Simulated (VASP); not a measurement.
# CdS (Fm-3m) in VASP: a series of runs

CdS is run at these levels: revPBE+D4, LDA, PBEsol, PBE; tasks: relaxation of cell and atoms, single point.

Everything below comes from runs of VASP 6.6.1. Logs are shortened: lines on timing, memory, paths and dates and some standing lists are left out, and cuts for length are marked.

## (1) The cell of the first run

Symmetry: Fm-3m, No. 225, cubic system. Conventional cell: a = 5.506 Å, b = 5.506 Å, c = 5.506 Å, α = 90.00°, β = 90.00°, γ = 90.00°. Cd (site symmetry m-3m) has 6 S at 2.75 Å within 3.6 Å. S (site symmetry m-3m) has 6 Cd at 2.75 Å within 3.6 Å.

## (2) Relaxation of cell and atoms, revPBE+D4

Input file INCAR:

```
PREC = Accurate
ENCUT = 600
EDIFF = 1E-6
ISMEAR = -1
SIGMA = 0.05
LREAL = False
LASPH = True
NELM = 80
ALGO = Normal
ISIF = 3
LWAVE = False
LCHARG = False
GGA = RE
IVDW = 13
IBRION = 2
NSW = 60
EDIFFG = -0.01
```

Input file KPOINTS:

```
Automatic mesh
0
Gamma
  8 8 8
```

Input file POSCAR:

```
CdS
1.0
    0.0000000000      2.7532440000      2.7532440000
    2.7532440000      0.0000000000      2.7532440000
    2.7532440000      2.7532440000      0.0000000000
Cd S
1 1
Direct
    0.0000000000      0.0000000000      0.0000000000
    0.5000000000      0.5000000000      0.5000000000
```

Potentials or basis: VASP PAW PBE potentials, release 64 (Cd, S).

Run with:

```
cat potpaw_PBE.64/Cd/POTCAR potpaw_PBE.64/S/POTCAR > POTCAR
mpirun -np 1 vasp_std > vasp.out
```

OUTCAR:

```text
PREC = Accurate
   ENCUT = 600
   EDIFF = 1E-6
   ISMEAR = -1
   LREAL = False
   LASPH = True
   NELM = 80
   ISIF = 3
   GGA = RE
   IVDW = 13
   IBRION = 2
   NSW = 60
   EDIFFG = -0.01

 ion  position               nearest neighbor table
   1  0.000  0.000  0.000-   2 2.75   2 2.75   2 2.75   2 2.75   2 2.75   2 2.75
   2  0.500  0.500  0.500-   1 2.75   1 2.75   1 2.75   1 2.75   1 2.75   1 2.75

  LATTYP: Found a face centered cubic cell.
 ALAT       =     5.5064880000

  Lattice vectors:

 A1 = (   0.0000000000,   2.7532440000,   2.7532440000)
 A2 = (   2.7532440000,   0.0000000000,   2.7532440000)
 A3 = (   2.7532440000,   2.7532440000,   0.0000000000)

Analysis of symmetry for initial positions (statically):
=====================================================================
 Subroutine PRICEL returns:
 Original cell was already a primitive cell.

 Routine SETGRP: Setting up the symmetry group for a
 face centered cubic supercell.

 Subroutine GETGRP returns: Found 48 space group operations
[... 9 lines left out ...]

 Routine SETGRP: Setting up the symmetry group for a
 face centered cubic supercell.

 Subroutine GETGRP returns: Found 48 space group operations
[... 11 lines left out ...]
                                     Primitive cell

  volume of cell :      41.7411

  direct lattice vectors                    reciprocal lattice vectors
     0.000000000  2.753244000  2.753244000    -0.181603955  0.181603955  0.181603955
     2.753244000  0.000000000  2.753244000     0.181603955 -0.181603955  0.181603955
     2.753244000  2.753244000  0.000000000     0.181603955  0.181603955 -0.181603955

  length of vectors
     3.893675005  3.893675005  3.893675005     0.314547277  0.314547277  0.314547277

  position of ions in fractional coordinates (direct lattice)
     0.000000000  0.000000000  0.000000000
     0.500000000  0.500000000  0.500000000

  ion indices of the primitive-cell ions
   primitive index   ion index
                 1           1
                 2           2

----------------------------------------------------------------------------------------

 KPOINTS: Automatic mesh

Automatic generation of k-mesh.
 Grid dimensions read from file:
 generate k-points for:    8    8    8

 Generating k-lattice:

  Cartesian coordinates                     Fractional coordinates (reciprocal lattice)
    -0.022700494  0.022700494  0.022700494     0.125000000  0.000000000  0.000000000
     0.022700494 -0.022700494  0.022700494     0.000000000  0.125000000  0.000000000
     0.022700494  0.022700494 -0.022700494     0.000000000  0.000000000  0.125000000

  Length of vectors
     0.039318410  0.039318410  0.039318410

  Shift w.r.t. Gamma in fractional coordinates (k-lattice)
     0.000000000  0.000000000  0.000000000

 Subroutine IBZKPT returns following result:
 ===========================================

 Found     29 irreducible k-points:

 Following reciprocal coordinates:
            Coordinates               Weight
  0.000000  0.000000  0.000000      1.000000
  0.125000  0.000000  0.000000      8.000000
  0.250000  0.000000  0.000000      8.000000
  0.375000  0.000000  0.000000      8.000000
  0.500000  0.000000  0.000000      4.000000
  0.125000  0.125000  0.000000      6.000000
[... 16 lines left out ...]
  0.500000  0.250000  0.125000     48.000000
 -0.375000  0.250000  0.125000     24.000000
 [... further k-points ...]
   k-points           NKPTS =     29   k-points in BZ     NKDIM =     29   number of bands    NBANDS=     13
   number of dos      NEDOS =    301   number of ions     NIONS =      2
   total plane-waves  NPLWV =  32768
   dimension x,y,z NGX =    32 NGY =   32 NGZ =   32
   dimension x,y,z NGXF=    64 NGYF=   64 NGZF=   64
   ions per type =               1   1
   NGX,Y,Z   is equivalent  to a cutoff of  13.66, 13.66, 13.66 a.u.
   NGXF,Y,Z  is equivalent  to a cutoff of  27.33, 27.33, 27.33 a.u.
 SYSTEM =  unknown system
   PREC   = accura    normal or accurate (medium, high low for compatibility)
   ISTART =      0    job   : 0-new  1-cont  2-samecut
   ICHARG =      2    charge: 1-file 2-atom 10-const
   ISPIN  =      1    spin polarized calculation?
   LNONCOLLINEAR =      F non collinear calculations
   LSORBIT =      F    spin-orbit coupling
   LASPH  =      T    aspherical Exc in radial PAW
   ENCUT  =  600.0 eV  44.10 Ry    6.64 a.u.   7.78  7.78  7.78*2*pi/ulx,y,z
   NELM   =     80;   NELMIN=  2; NELMDL= -5     # of ELM steps
   EDIFF  = 0.1E-05   stopping-criterion for ELM
   LREAL  =      F    real-space projection
   EDIFFG = -.1E-01   stopping-criterion for IOM
   NSW    =     60    number of steps for IOM
   IBRION =      2    ionic relax: 0-MD 1-quasi-New 2-CG
   NFREE  =      1    steps in history (QN), initial steepest desc. (CG)
   ISIF   =      3    stress and relaxation
   ISYM   =      2    0-nonsym 1-usesym 2-fastsym
   POTIM  = 0.5000    time-step for ionic-motion
   TEBEG  =    0.0;   TEEND  =   0.0 temperature during run
   PSTRESS=    0.0 pullay stress
   NELECT =      18.0000    total number of electrons
   NUPDOWN=      -1.0000    fix difference up-down
   EMIN   =  10.00;   EMAX   =-10.00  energy-range for DOS
   EFERMI =   0.00;   METHOD = LEGACY
   ISMEAR =    -1;   SIGMA  =   0.05  broadening in eV -4-tet -1-fermi 0-gaus
   EFERMI_NEDOS =   21; number of points for ismear=-14 and -15
   IALGO  =     38    algorithm
   IMIX   =      4    mixing-type and parameters
     AMIX     =   0.40;   BMIX     =  1.00
     AMIX_MAG =   1.60;   BMIX_MAG =  1.00
  volume/ion in A,a.u.               =      20.87       140.84
  Fermi-wavevector in a.u.,A,eV,Ry     =   1.236833  2.337275 20.813583  1.529755
  Thomas-Fermi vector in A             =   2.371425
   LORBIT       =      0    0 simple, 1 ext, 2 COOP (PROOUT), +10 PAW based schemes
   GGA     = RE    functional components
   LHFCALC =     F    Hartree Fock is set to
   AEXX    =    0.0000 exact exchange contribution
   IVDW    =    13    specifies the selected vdW correction
   LEPSILON=     F    determine dielectric tensor
   LRPA    =     F    only Hartree local field effects (RPA)
 conjugate gradient relaxation of ions
 non-spin polarized calculation
  energy-cutoff  :      600.00
  volume of cell :       41.74
 maximum number of plane-waves:      1411
   NGX = 15   NGY = 15   NGZ = 15

--------------------------------------- Ionic step        1  -------------------------------------------

 number of electron      17.9999999 magnetization

 Free energy of the ion-electron system (eV)
  ---------------------------------------------------
  ext. energy  EPLUGINS =         0.00000000
  ---------------------------------------------------
  free energy    TOTEN  =        -5.25352486 eV

  energy without entropy =       -5.25293783  energy(sigma->0) =       -5.25323135

------------------------ aborting loop because EDIFF is reached ----------------------------------------

  DFT-D4 for vdW energy calculation

  Edisp (eV):   -1.35951

  FORCE on cell =-STRESS in cart. coord.  units (eV):
  Direction    XX          YY          ZZ          XY          YZ          ZX
  --------------------------------------------------------------------------------------
  -------------------------------------------------------------------------------------
  Total      -0.92507    -0.92507    -0.92507     0.00000     0.00000     0.00000
  in kB     -35.50763   -35.50763   -35.50763     0.00000     0.00000     0.00000
  external pressure =      -35.51 kB  Pullay stress =        0.00 kB
[... 61 lines left out ...]
  energy  without entropy=       -6.6323620070  energy(sigma->0) =       -6.63264760

--------------------------------------- Ionic step        3  -------------------------------------------

 number of electron      17.9999999 magnetization

 Free energy of the ion-electron system (eV)
  ---------------------------------------------------
  ext. energy  EPLUGINS =         0.00000000
  ---------------------------------------------------
  free energy    TOTEN  =        -5.20714377 eV

  energy without entropy =       -5.20657385  energy(sigma->0) =       -5.20685881

 E-fermi :   3.5053     XC(G=0): -10.4396

 val. band max:        3.2768450977   @ k =   0.5000   0.0000   0.0000
 cond. band min:       3.6135905889   @ k =   0.5000   0.5000   0.0000
 fundamental gap:      0.3367454911
 Fermi energy:         3.5052910789

 k-point     1 :       0.0000    0.0000    0.0000
  band No.  band energies     occupation
      1      -9.7170      2.00000
      2      -4.3985      2.00000
      3      -4.3985      2.00000
      4      -4.3985      2.00000
      5      -4.3982      2.00000
      6      -4.3982      2.00000
      7       2.4779      2.00000
      8       2.4779      2.00000
      9       2.4779      2.00000
     10       4.4317      0.00000
     11      12.5288      0.00000
     12      12.5288      0.00000
     13      12.5288      0.00000
[... 353 lines left out ...]
 k-point    24 :      -0.3750    0.2500    0.1250
  band No.  band energies     occupation
      1      -8.5623      2.00000
      2      -4.6505      2.00000
      3      -4.5139      2.00000
      4      -4.4590      2.00000
      5      -4.1647      2.00000
      6      -4.0630      2.00000
      7      -1.2955      2.00000
      8       1.3860      2.00000
      9       2.2944      2.00000
     10       7.3542      0.00000
     11       8.4654      0.00000
     12      10.7763      0.00000
     13      11.5396      0.00000

 [... further k-points ...]

------------------------ aborting loop because EDIFF is reached ----------------------------------------

  DFT-D4 for vdW energy calculation

  Edisp (eV):   -1.42922

  FORCE on cell =-STRESS in cart. coord.  units (eV):
  Direction    XX          YY          ZZ          XY          YZ          ZX
  --------------------------------------------------------------------------------------
  -------------------------------------------------------------------------------------
  Total      -0.01031    -0.01031    -0.01031     0.00000     0.00000    -0.00000
  in kB      -0.41567    -0.41567    -0.41567     0.00000     0.00000    -0.00000
  external pressure =       -0.42 kB  Pullay stress =        0.00 kB
[... 17 lines left out ...]
  FREE ENERGIE OF THE ION-ELECTRON SYSTEM (eV)
  ---------------------------------------------------
  free  energy   TOTEN  =        -6.6363605096 eV

  energy  without entropy=       -6.6357905896  energy(sigma->0) =       -6.63607555

 reached required accuracy - stopping structural energy minimisation
```

Run time: 30 s. Hardware: 1 thread of Intel Xeon Platinum 8488C (Sapphire Rapids), shared host; peak memory 0.19 GiB.

What came out:

```yaml
Free_energy: -6.6364 eV
Relaxed_volume: 19.87 Å³/atom
Relaxed_cell: a = 3.830 Å, b = 3.830 Å, c = 3.830 Å, α = 60.00°, β = 60.00°, γ = 60.00°
Space_group_after_relaxing_to_0.05_Å: Fm-3m (No. 225)
Energy_gained_by_relaxing: 11.7 meV/atom
Ionic_steps: 3
Pressure_after_relaxing: 0.0 GPa
Band_gap_on_the_k_mesh: 0.34 eV, indirect (least direct gap 1.95 eV)
Dispersion_energy_per_atom: -0.715 eV
```

Step by step:
```
step  energy change (eV)  largest force (eV/Å)  pressure (GPa)  volume (Å³)
   1              0.0000                0.0000           -3.55        41.74
   2             -0.0199                0.0000            1.55        39.01
   3             -0.0233                0.0000           -0.04        39.73
```

Final structure:
```yaml
crystal:
  lattice:
    - [0.00000, 2.70831, 2.70831]
    - [2.70831, 0.00000, 2.70831]
    - [2.70831, 2.70831, 0.00000]
  atoms:
    - { symbol: Cd, position: [0.00000, 0.00000, 0.00000] }
    - { symbol: S, position: [0.50000, 0.50000, 0.50000] }
```

Caveat: the PAW data sets were made with another functional, which shifts forces and pressure a little. A k mesh can miss the band edges.

(Continued in part 2 of 2.)
